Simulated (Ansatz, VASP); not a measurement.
**One calculation of SrCl2, two programs**

INCAR

```
PREC = Accurate
ENCUT = 520
EDIFF = 1E-6
ISMEAR = 0
SIGMA = 0.02
LREAL = False
LASPH = True
NELM = 100
ALGO = Normal
ISIF = 2
LWAVE = False
LCHARG = False
GGA = PE
NBANDS = 19
```

KPOINTS

```
Automatic mesh
0
Gamma
  6 6 6
```

The input POSCAR:

```
SrCl2
1.0
    0.0000000000      3.6521766100      3.6521766100
    3.6521766100      0.0000000000      3.6521766100
    3.6521766100      3.6521766100      0.0000000000
Sr Cl
1 2
Direct
    0.0000000000      0.0000000000      0.0000000000
    0.2500000000      0.2500000000      0.2500000000
    0.7500000000      0.7500000000      0.7500000000
```

Input for Ansatz:

```yaml
crystal:
  lattice:
    - [0.0, 3.65217661, 3.65217661]
    - [3.65217661, 0.0, 3.65217661]
    - [3.65217661, 3.65217661, 0.0]
  atoms:
    - { symbol: Sr, position: [0.0, 0.0, 0.0] }
    - { symbol: Cl, position: [0.25, 0.25, 0.25] }
    - { symbol: Cl, position: [0.75, 0.75, 0.75] }
basis:
  ecutwfc: 420
kpoints:
  mp_grid: { grid: [6, 6, 6] }
hamiltonian:
  xc: pbe
scf:
  occupations: { method: gaussian, width: 0.02 }
output:
  forces: true
  stress: true
  eigenvalues: true
  populations: true
```

Alike in both runs: task single point; functional PBE; k mesh 6 × 6 × 6; occupations gaussian, width 0.02 eV; no spin polarisation.

|  | VASP | Ansatz |
| --- | --- | --- |
| version | VASP 6.6.1 | Ansatz 0.2.0 |
| potentials or method | VASP PAW PBE potentials, release 64 (Sr_sv, Cl), cutoff 520 eV | scalar-relativistic, plane waves, PAW |
| valence electrons in the cell | 24 | 24 |

|  | VASP | Ansatz | Ansatz less VASP |
| --- | --- | --- | --- |
| gap on the k mesh at the Fermi level (eV) | 4.82 | 4.82 | +0.002 |
| least direct gap on the mesh (eV) | 5.11 | 5.11 | 0.000 |
| pressure (GPa) | -2.9 | -2.9 | -0.03 |
